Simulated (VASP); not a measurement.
The system is Al.

```
Al
1.0
     0.00000    1.99669    1.99669
     1.99669    0.00000    1.99669
     1.99669    1.99669    0.00000
Al
1
Direct
  0.00000 0.00000 0.00000
```

Base run:

- Program: VASP 6.6.1
- Functional: r2SCAN
- Potentials or basis: VASP PAW PBE potentials, release 64 (Al)
- Cutoff: 520 eV
- k mesh: 14 × 14 × 14
- Occupations: fermi-dirac, width 0.6 eV
- Spin: no spin polarisation

Its results: band gap on the k mesh zero (an odd number of electrons rules out a gap without spin polarisation); pressure 1.3 GPa.

Question: The run is repeated on the same cell with these changes: occupations from fermi-dirac, width 0.6 eV to methfessel-paxton, width 0.1 eV. What comes out?

Answer: Band gap on the k mesh zero (an odd number of electrons rules out a gap without spin polarisation); pressure -0.7 GPa.

Caveats: the PAW data sets were made with another functional, which shifts forces and pressure a little; so wide a smearing shifts energies and pressures (at least some runs).
